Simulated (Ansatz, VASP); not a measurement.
# Hf3H: VASP beside Ansatz

```
Hf H
1.0
     3.17391    0.00000    0.00000
    -1.58696    2.74869    0.00000
     0.00000    0.00000    7.91717
Hf H
3 1
Cartesian
  1.5870 0.9162 3.9586
  0.0000 1.8325 1.4597
  0.0000 1.8325 6.4574
  1.5870 0.9162 0.0000
```

Change from the starting cell: species swapped into the Tl3Bi type (P-6m2, No. 187).

Alike in both runs: functional PBE; k mesh 8 × 8 × 2; occupations gaussian, width 0.2 eV; no spin polarisation.

Ansatz relaxed the structure, and its values are those at the end. VASP's run is a single point on that final structure, the one shown.

```csv
,VASP,Ansatz
version,VASP 6.6.1,Ansatz 0.2.0
potentials or method,"VASP PAW PBE potentials, release 64 (Hf_pv, H), cutoff 520 eV","scalar-relativistic, plane waves, PAW"
valence electrons in the cell,31,79
```

```tsv
	VASP	Ansatz	Ansatz less VASP
gap on the k mesh at the Fermi level (eV)	none	none	-
pressure (GPa)	-0.2	0.3	+0.49
rms of the force components (eV/Å)	0.003	0.001	-0.0023
```

A gap of «none» marks a metal or a gap that the smearing closes. VASP's potentials hold 31 valence electrons a cell and Ansatz's 79, so a difference there can come from the potentials and not from the codes.

The k mesh is coarse, so the values compare programs but aren't converged. Neither program's run includes spin-orbit coupling.
